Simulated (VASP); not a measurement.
C: single point with PBE

C:

```
CELL_PARAMETERS angstrom
0.00000 1.48289 1.48289
1.48289 0.00000 1.48289
1.48289 1.48289 0.00000
ATOMIC_POSITIONS crystal
C 0.00000 0.00000 0.00000
```

This cell differs from its parent crystal: volume scaled by 0.889, to set the pressure.

```
Program                : VASP 6.6.1
Task                   : single point
Functional             : PBE
Potentials or basis    : VASP PAW PBE potentials, release 64 (C)
Cutoff                 : 520 eV
k mesh                 : 23 × 23 × 23
Occupations            : fermi-dirac, width 0.1 eV
Spin                   : no spin polarisation
Dipole correction      : no
Further INCAR settings : ALGO = Normal; EDIFF = 1e-07; NBANDS = 8
```

| Quantity | Value |
| --- | --- |
| Pressure | 21.5 GPa |
| Band gap on the k mesh | zero (band 2 reaches 18.11 eV, above the bottom of band 3 at 5.74 eV) |

Levels at points of the mesh, in eV from the Fermi level:
```tsv
k point	band 1	band 2	band 3	band 4	band 5	band 6
(0.00, 0.00, 0.00)	-20.36	8.86	8.86	8.86	31.50	31.50
```

It took 5.2 s on 1 thread of Intel(R) Xeon(R) Platinum 8488C (Sapphire Rapids) (shared host), peak memory 0.11 GiB.

Caveat: the cell differs from its parent crystal (volume scaled by 0.889, to set the pressure).
